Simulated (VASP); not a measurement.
# Pt (P-1) in VASP: notebook

Pt is run at these levels: PBE; tasks: single point.

All numbers are computed with VASP 6.6.1; they aren't measurements. Logs are shortened: lines on timing, memory, paths and dates and some standing lists are left out, and cuts for length are marked.

**1. The cell of the first run**

The typed cell holds 1 atom: a = 2.716 Å, b = 2.768 Å, c = 2.698 Å, α = 110.68°, β = 107.29°, γ = 108.83°.

**2. Single point, PBE**

File INCAR:

```
  ALGO = Normal
  EDIFF = 1E-6
  ENCUT = 520
  GGA = PE
  ISIF = 2
  ISMEAR = 1
  LASPH = True
  LCHARG = False
  LREAL = False
  LWAVE = False
  NBANDS = 11
  NELM = 100
  PREC = Accurate
  SIGMA = 0.1
```

File KPOINTS:

```
k-points
0
Gamma
  10 10 11
```

File POSCAR:

```
Pt
1.0
   -1.5179230000      1.6125670000      1.5726580000
    1.5843750000     -1.5912150000      1.6177570000
    1.5235780000      1.5968700000     -1.5513060000
Pt
1
Direct
   -0.0123120000     -0.0088610000     -0.0124860000
```

Potentials or basis: VASP PAW PBE potentials, release 64 (Pt).

On the command line:

```
$ cat potpaw_PBE.64/Pt/POTCAR > POTCAR
$ mpirun -np 1 vasp_std > vasp.out
```

OUTCAR:

```text
EDIFF = 1E-6
   ENCUT = 520
   GGA = PE
   ISIF = 2
   ISMEAR = 1
   LASPH = True
   LREAL = False
   NELM = 100
   PREC = Accurate

 ion  position               nearest neighbor table
   1  0.988  0.991  0.988-

  LATTYP: Found a triclinic cell.
 ALAT       =     7.8225297115
 B/A-ratio  =     0.3537925244
 C/A-ratio  =     0.5722577407
 COS(alpha) =     0.0032880913
 COS(beta)  =     0.2975531078
 COS(gamma) =     0.9414684175

  Lattice vectors:

 A1 = (   3.1630950000,  -6.3918670000,   3.2141620000)
 A2 = (   1.5843750000,  -1.5912150000,   1.6177570000)
 A3 = (  -3.1136080000,  -3.2150920000,  -0.0878030000)

Analysis of symmetry for initial positions (statically):
=====================================================================
 Subroutine PRICEL returns:
 Original cell was already a primitive cell.

 Routine SETGRP: Setting up the symmetry group for a
 triclinic supercell.

 Subroutine GETGRP returns: Found  2 space group operations
 (whereof  1 operations were pure point group operations)
 out of a pool of  2 trial point group operations.

The static configuration has the point symmetry C_1 .
 The point group associated with its full space group is S_2 .

Analysis of symmetry for dynamics (positions and initial velocities):
=====================================================================
 Subroutine PRICEL returns:
 Original cell was already a primitive cell.

 Routine SETGRP: Setting up the symmetry group for a
 triclinic supercell.

 Subroutine GETGRP returns: Found  2 space group operations
 (whereof  1 operations were pure point group operations)
 out of a pool of  2 trial point group operations.

The dynamic configuration has the point symmetry C_1 .
 The point group associated with its full space group is S_2 .

 Subroutine INISYM returns: Found  2 space group operations
 (whereof  1 operations are pure point group operations),
 and found     1 'primitive' translations

----------------------------------------------------------------------------------------

                                     Primitive cell

  volume of cell :      15.9040

  direct lattice vectors                    reciprocal lattice vectors
    -1.517923000  1.612567000  1.572658000    -0.007223730  0.309521365  0.311517822
     1.584375000 -1.591215000  1.617757000     0.315198289 -0.002597086  0.306891077
     1.523578000  1.596870000 -1.551306000     0.321376815  0.311073248 -0.008775714

  length of vectors
     2.716195087  2.767552534  2.697746101     0.439202699  0.439930494  0.447355157

  position of ions in fractional coordinates (direct lattice)
     0.987688000  0.991139000  0.987514000

  ion indices of the primitive-cell ions
   primitive index   ion index
                 1           1

----------------------------------------------------------------------------------------

 KPOINTS: k-points

Automatic generation of k-mesh.
 Grid dimensions read from file:
 generate k-points for:   10   10   11

 Generating k-lattice:

  Cartesian coordinates                     Fractional coordinates (reciprocal lattice)
    -0.000722373  0.030952137  0.031151782     0.100000000 -0.000000000  0.000000000
     0.031519829 -0.000259709  0.030689108     0.000000000  0.100000000  0.000000000
     0.029216074  0.028279386 -0.000797792    -0.000000000  0.000000000  0.090909091

  Length of vectors
     0.043920270  0.043993049  0.040668651

  Shift w.r.t. Gamma in fractional coordinates (k-lattice)
     0.000000000  0.000000000  0.000000000

 Subroutine IBZKPT returns following result:
 ===========================================

 Found    552 irreducible k-points:

 Following reciprocal coordinates:
            Coordinates               Weight
  0.000000  0.000000  0.000000      1.000000
  0.100000  0.000000 -0.000000      2.000000
  0.200000  0.000000 -0.000000      2.000000
  0.300000  0.000000  0.000000      2.000000
  0.400000  0.000000  0.000000      2.000000
  0.500000  0.000000  0.000000      1.000000
[... 16 lines left out ...]
 -0.400000  0.200000  0.000000      2.000000
 -0.300000  0.200000 -0.000000      2.000000
 [... further k-points ...]
   k-points           NKPTS =    552   k-points in BZ     NKDIM =    552   number of bands    NBANDS=     11
   number of dos      NEDOS =    301   number of ions     NIONS =      1
   total plane-waves  NPLWV =   9600
   dimension x,y,z NGX =    20 NGY =   24 NGZ =   20
   dimension x,y,z NGXF=    40 NGYF=   48 NGZF=   40
   ions per type =               1
   NGX,Y,Z   is equivalent  to a cutoff of  12.24, 14.42, 12.32 a.u.
   NGXF,Y,Z  is equivalent  to a cutoff of  24.48, 28.83, 24.65 a.u.
 SYSTEM =  unknown system
   PREC   = accura    normal or accurate (medium, high low for compatibility)
   ISTART =      0    job   : 0-new  1-cont  2-samecut
   ICHARG =      2    charge: 1-file 2-atom 10-const
   ISPIN  =      1    spin polarized calculation?
   LNONCOLLINEAR =      F non collinear calculations
   LSORBIT =      F    spin-orbit coupling
   LASPH  =      T    aspherical Exc in radial PAW
   ENCUT  =  520.0 eV  38.22 Ry    6.18 a.u.   5.05  5.15  5.02*2*pi/ulx,y,z
   NELM   =    100;   NELMIN=  2; NELMDL= -5     # of ELM steps
   EDIFF  = 0.1E-05   stopping-criterion for ELM
   LREAL  =      F    real-space projection
   EDIFFG = 0.1E-04   stopping-criterion for IOM
   NSW    =      0    number of steps for IOM
   IBRION =     -1    ionic relax: 0-MD 1-quasi-New 2-CG
   NFREE  =      0    steps in history (QN), initial steepest desc. (CG)
   ISIF   =      2    stress and relaxation
   ISYM   =      2    0-nonsym 1-usesym 2-fastsym
   POTIM  = 0.5000    time-step for ionic-motion
   TEBEG  =    0.0;   TEEND  =   0.0 temperature during run
   PSTRESS=    0.0 pullay stress
   NELECT =      10.0000    total number of electrons
   NUPDOWN=      -1.0000    fix difference up-down
   EMIN   =  10.00;   EMAX   =-10.00  energy-range for DOS
   EFERMI =   0.00;   METHOD = LEGACY
   ISMEAR =     1;   SIGMA  =   0.10  broadening in eV -4-tet -1-fermi 0-gaus
   EFERMI_NEDOS =   21; number of points for ismear=-14 and -15
   IALGO  =     38    algorithm
   IMIX   =      4    mixing-type and parameters
     AMIX     =   0.40;   BMIX     =  1.00
     AMIX_MAG =   1.60;   BMIX_MAG =  1.00
  volume/ion in A,a.u.               =      15.90       107.33
  Fermi-wavevector in a.u.,A,eV,Ry     =   1.402510  2.650360 26.763130  1.967035
  Thomas-Fermi vector in A             =   2.525265
   LORBIT       =      0    0 simple, 1 ext, 2 COOP (PROOUT), +10 PAW based schemes
   GGA     = PE    functional components
   LHFCALC =     F    Hartree Fock is set to
   AEXX    =    0.0000 exact exchange contribution
   IVDW    =     0    specifies the selected vdW correction
   LEPSILON=     F    determine dielectric tensor
   LRPA    =     F    only Hartree local field effects (RPA)
 non-spin polarized calculation
 Methfessel and Paxton  Order N= 1 SIGMA  =   0.10
  energy-cutoff  :      520.00
  volume of cell :       15.90
 maximum number of plane-waves:       440
   NGX = 11   NGY = 11   NGZ =  9

 number of electron      10.0000000 magnetization

 Free energy of the ion-electron system (eV)
  ---------------------------------------------------
  ext. energy  EPLUGINS =         0.00000000
  ---------------------------------------------------
  free energy    TOTEN  =        -5.98472290 eV

  energy without entropy =       -5.98435033  energy(sigma->0) =       -5.98459871

 E-fermi :  10.1064     XC(G=0): -13.1630

 val. band max:       10.1043367437   @ k =  -0.4000  -0.2000   0.3636
 cond. band min:      10.1067917552   @ k =   0.4000  -0.2000   0.1818
 fundamental gap:      0.0024550115
 Fermi energy:        10.1063884814

 k-point     1 :       0.0000    0.0000    0.0000
  band No.  band energies     occupation
      1       0.6546      2.00000
      2       6.2774      2.00000
      3       6.6842      2.00000
      4       6.9391      2.00000
      5       8.9458      2.00000
      6       9.2831      2.00000
      7      26.7901      0.00000
      8      27.0043      0.00000
      9      27.7621      0.00000
     10      36.7150      0.00000
     11      36.9727      0.00000

 k-point     2 :       0.1000    0.0000   -0.0000
  band No.  band energies     occupation
      1       1.0396      2.00000
      2       6.2917      2.00000
      3       6.6093      2.00000
      4       7.1700      2.00000
      5       8.7870      2.00000
      6       9.2743      2.00000
      7      27.0168      0.00000
      8      27.1606      0.00000
      9      28.2366      0.00000
     10      33.7795      0.00000
     11      33.8639      0.00000

 k-point     3 :       0.2000    0.0000   -0.0000
  band No.  band energies     occupation
      1       2.0663      2.00000
      2       6.1283      2.00000
      3       6.4913      2.00000
      4       7.9801      2.00000
      5       8.5767      2.00000
      6       9.2743      2.00000
      7      25.6798      0.00000
      8      26.8208      0.00000
      9      29.6785      0.00000
     10      32.2640      0.00000
     11      32.7125      0.00000

 k-point     4 :       0.3000    0.0000    0.0000
  band No.  band energies     occupation
      1       3.1588      2.00000
      2       5.7707      2.00000
      3       6.9225      2.00000
      4       8.6344      2.00000
      5       9.1753      2.00000
      6       9.3472      2.00000
      7      21.9376      0.00000
      8      25.3810      0.00000
      9      30.3066      0.00000
     10      31.8525      0.00000
     11      33.5476      0.00000
[... 239 lines left out ...]
 k-point    22 :       0.5000    0.2000    0.0000
  band No.  band energies     occupation
      1       4.3894      2.00000
      2       5.6134      2.00000
      3       6.8292      2.00000
      4       8.8919      2.00000
      5       9.4485      2.00000
      6      12.8198      0.00000
      7      17.8851      0.00000
      8      22.1519      0.00000
      9      26.6852      0.00000
     10      31.6355      0.00000
     11      34.7826      0.00000

 k-point    23 :      -0.4000    0.2000    0.0000
  band No.  band energies     occupation
      1       4.0194      2.00000
      2       5.8172      2.00000
      3       6.1458      2.00000
      4       8.6968      2.00000
      5       9.3236      2.00000
      6      10.6888     -0.00000
      7      21.4412      0.00000
      8      23.8575      0.00000
      9      27.7474      0.00000
     10      30.3263      0.00000
     11      35.6312      0.00000

 k-point    24 :      -0.3000    0.2000   -0.0000
  band No.  band energies     occupation
      1       3.0147      2.00000
      2       5.8969      2.00000
      3       6.4137      2.00000
      4       8.6308      2.00000
      5       8.8843      2.00000
      6       9.2401      2.00000
      7      24.5121      0.00000
      8      25.7686      0.00000
      9      29.1810      0.00000
     10      30.2893      0.00000
     11      34.1964      0.00000

 [... further k-points ...]

------------------------ aborting loop because EDIFF is reached ----------------------------------------

  FORCE on cell =-STRESS in cart. coord.  units (eV):
  Direction    XX          YY          ZZ          XY          YZ          ZX
  --------------------------------------------------------------------------------------
  -------------------------------------------------------------------------------------
  Total       -0.3059206      0.0634977     -0.0681685      0.0615836     -0.2494223     -0.6556939
  in kB      -30.8185937      6.3967853     -6.8673239      6.2039657    -25.1269275    -66.0549244
  external PRESSURE =     -10.4297108 kB  Pullay stress =       0.0000000 kB

 VOLUME and BASIS-vectors are now :
 -----------------------------------------------------------------------------
  energy-cutoff  :      520.00
  volume of cell :       15.90
      direct lattice vectors                 reciprocal lattice vectors
    -1.517923000  1.612567000  1.572658000    -0.007223730  0.309521365  0.311517822
     1.584375000 -1.591215000  1.617757000     0.315198289 -0.002597086  0.306891077
     1.523578000  1.596870000 -1.551306000     0.321376815  0.311073248 -0.008775714

 POSITION                                       TOTAL-FORCE (eV/Angst)
 -----------------------------------------------------------------------------------
      1.57566      1.59253      1.62478        -0.000000     -0.000000     -0.000000
 -----------------------------------------------------------------------------------
    total drift:                                0.000001     -0.000001      0.000001

  FREE ENERGIE OF THE ION-ELECTRON SYSTEM (eV)
  ---------------------------------------------------
  free  energy   TOTEN  =        -5.9847229019 eV

  energy  without entropy=       -5.9843503303  energy(sigma->0) =       -5.98459871
```

Wall time 90 s (1 thread of Intel Xeon 8259CL, shared host); peak memory 0.21 GiB.

What came out:

```
Free energy            : -5.9847 eV
Pressure               : -1.0 GPa
Band gap on the k mesh : zero (bands 5 and 6 overlap by 2.07 eV)
```

Caveat: spin-orbit coupling is left out, which moves the levels of the heavy elements.

**3. Single point, PBE**

File INCAR:

```
SYSTEM = Pt
ALGO = Fast
EDIFF = 1E-6
ENCUT = 520
GGA = PE
ISIF = 2
ISMEAR = 1
LASPH = .TRUE.
LCHARG = .FALSE.
LREAL = .FALSE.
LWAVE = .FALSE.
NBANDS = 11
NELM = 100
PREC = Accurate
SIGMA = 0.1
```

File KPOINTS:

```
k-points
0
G
  13 13 13
  0 0 0
```

POSCAR is that of step 2.

Potentials or basis: VASP PAW PBE potentials, release 64 (Pt).

On the command line:

```
$ cat potpaw_PBE.64/Pt/POTCAR > POTCAR
$ mpirun -np 1 vasp_std > vasp.out
```

Wall time 3.6 min (1 thread of Intel Xeon 8259CL, shared host); peak memory 0.3 GiB.

It converged, with:

- Free energy: -5.9829 eV
- Pressure: -1.1 GPa
- Band gap on the k mesh: zero (bands 5 and 6 overlap by 2.20 eV)

Stress tensor (GPa, compression positive):
```
-3.28  0.09 -5.65
 0.09  0.38 -1.84
-5.65 -1.84 -0.38
```

Levels at points of the mesh, in eV from the Fermi level:
```csv
k point,band 3,band 4,band 5,band 6,band 7,band 8
"(0.00, 0.00, 0.00)",-3.47,-3.20,-1.21,-0.87,16.65,16.84
```

Caveat: spin-orbit coupling is left out, which moves the levels of the heavy elements.

**4. Single point, PBE**

File INCAR:

```
  ALGO = Fast
  EDIFF = 1E-6
  ENCUT = 520
  GGA = PE
  ISIF = 2
  ISMEAR = 1
  LASPH = True
  LCHARG = False
  LREAL = False
  LWAVE = False
  NBANDS = 11
  NELM = 60
  PREC = Accurate
  SIGMA = 0.1
```

File KPOINTS:

```
k-points
0
Gamma
  16 16 16
```

POSCAR is that of step 3.

On the command line:

```
$ cat potpaw_PBE.64/Pt/POTCAR > POTCAR
$ mpirun -np 1 vasp_std > vasp.out
```

Run time: 5.8 min. Hardware: 1 thread of Intel Xeon 8259CL, shared host; peak memory 0.45 GiB.

Results (log left out):

* Free energy: -5.9817 eV
* Pressure: -1.0 GPa
* Band gap on the k mesh: zero (bands 5 and 6 overlap by 2.33 eV)

Stress tensor (GPa, compression positive):
```
-2.89  0.12 -5.41
 0.12  0.42 -1.66
-5.41 -1.66 -0.52
```

Levels at points of the mesh, in eV from the Fermi level:
```
           k point  band 1  band 2  band 3  band 4  band 5  band 6  band 7  band 8  band 9  band 10
(0.00, 0.00, 0.00)   -9.45   -3.85   -3.43   -3.15   -1.16   -0.83   16.69   16.89   17.65    26.62
(0.50, 0.00, 0.00)   -6.57   -4.75   -1.35   -0.72    0.06    0.90    5.91   13.47   16.44    23.70
(0.00, 0.50, 0.00)   -6.59   -5.13   -0.92   -0.42    0.07    0.87    5.82   13.37   15.80    24.35
(0.50, 0.50, 0.00)   -6.51   -4.94   -1.17   -0.61    0.34    1.01    6.32   12.97   15.79    24.01
(0.00, 0.00, 0.50)   -6.52   -4.95   -1.16   -0.60    0.30    0.97    6.27   13.14   15.71    24.14
(0.50, 0.00, 0.50)   -6.45   -4.86   -1.24   -0.79    0.66    1.20    6.86   12.82   15.19    23.52
(0.00, 0.50, 0.50)   -6.53   -4.66   -1.43   -0.85    0.24    1.00    6.23   13.30   16.27    23.23
(0.50, 0.50, 0.50)   -6.05   -6.02    0.21    0.47    0.79    7.25    7.45    8.24   12.67    18.57
```

Caveat: spin-orbit coupling is left out, which moves the levels of the heavy elements.

**5. Overview**

```csv
k mesh,gap on the mesh (eV),pressure (GPa)
10 × 10 × 11,none,-1.0
13 × 13 × 13,none,-1.1
16 × 16 × 16,none,-1.0
```

Alike in all rows: task single point; level PBE; potentials or basis VASP PAW PBE potentials, release 64 (Pt); no spin polarisation; cell as given; cutoff (eV) 520; smearing methfessel-paxton 0.1 eV.

Caveats: spin-orbit coupling is left out, which moves the levels of the heavy elements.

Total energies depend on the potentials used, so only differences within one code and one set of settings carry meaning.
